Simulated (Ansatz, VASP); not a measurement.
# Two plane-wave programs on Mg

```
Mg
1.0
     0.00000    2.36818    2.36818
     2.36818    0.00000    2.36818
     2.36818    2.36818    0.00000
Mg
1
Direct
  0.00000 0.00000 0.00000
```

Alike in both runs: task single point; functional BLYP; k mesh 13 × 13 × 13; occupations fermi-dirac, width 0.1 eV; no spin polarisation.

|  | VASP | Ansatz |
| --- | --- | --- |
| version | VASP 6.6.1 | Ansatz 0.2.0 |
| potentials or method | VASP PAW PBE potentials, release 64 (Mg), cutoff 520 eV | plane waves (420 eV) with PAW, scalar-relativistic |
| valence electrons in the cell | 2 | 10 |

|  | VASP | Ansatz | Ansatz less VASP |
| --- | --- | --- | --- |
| pressure (GPa) | -2.7 | -2.6 | +0.04 |

VASP's potentials were made for PBE, not for BLYP. With one functional, cell and mesh, what is left measures potentials, basis and numerics. VASP's potentials hold 2 valence electrons a cell and Ansatz's 10, so a difference there can come from the potentials and not from the codes.
